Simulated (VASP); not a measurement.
Pt, 1 atom in the cell. It takes space group Fm-3m (No. 225, cubic). The conventional cell has a = 3.971 Å, b = 3.971 Å, c = 3.971 Å, α = 90.00°, β = 90.00°, γ = 90.00°. Pt (site symmetry m-3m) has 12 Pt at 2.81 Å within 3.7 Å. 

```yaml
Program: VASP 6.6.1
Task: single point
Functional: PBE
Potentials_or_basis: VASP PAW PBE potentials, release 64 (Pt)
Cutoff: 520 eV
k_mesh: 24 × 24 × 24
Occupations: fermi-dirac, width 0.0612256 eV
Spin: no spin polarisation
Dipole_correction: no
Further_INCAR_settings: ALGO = Normal; EDIFF = 1e-07; NBANDS = 11
```

Potentials or basis: VASP PAW PBE potentials, release 64 (Pt).

Command:

```console
$ cat potpaw_PBE.64/Pt/POTCAR > POTCAR
$ mpirun -np 1 vasp_std > vasp.out
```

Hardware: 1 thread of Intel(R) Xeon(R) Platinum 8559C (Emerald Rapids), on a shared host.

**Question.** Estimate the wall time of this run.

**Answer.** It took 28 s on 1 thread of Intel(R) Xeon(R) Platinum 8559C (Emerald Rapids) (shared host), peak memory 0.2 GiB. Counts: scf iterations 12, k points 413.
